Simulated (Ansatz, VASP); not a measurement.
# GaSb in VASP and in Ansatz

```
Ga Sb
1.0
     4.12791    0.00000    0.00000
    -2.06395    3.57487    0.00000
     0.00000    0.00000    3.46423
Ga Sb
1 1
Direct
  0.00000 0.00000 0.00000
  0.33333 0.66667 0.50000
```

Alike in both runs: functional PBE; k mesh 6 × 6 × 5; occupations gaussian, width 0.2 eV; no spin polarisation.

Ansatz relaxed the structure, and its values are those at the end. VASP's run is a single point on that final structure, the one shown.

```csv
,VASP,Ansatz
version,VASP 6.6.1,Ansatz 0.2.0
potentials or method,"VASP PAW PBE potentials, release 64 (Ga_d, Sb), cutoff 500 eV","scalar-relativistic, plane waves, PAW"
valence electrons in the cell,18,28
```

```csv
,VASP,Ansatz,Ansatz less VASP
gap on the k mesh at the Fermi level (eV),none,none,-
pressure (GPa),0.1,0.1,+0.01
```

A gap of «none» marks a metal or a gap that the smearing closes. VASP's potentials hold 18 valence electrons a cell and Ansatz's 28, so a difference there can come from the potentials and not from the codes.

The k mesh is coarse, so the values compare programs but aren't converged. Neither program's run includes spin-orbit coupling.
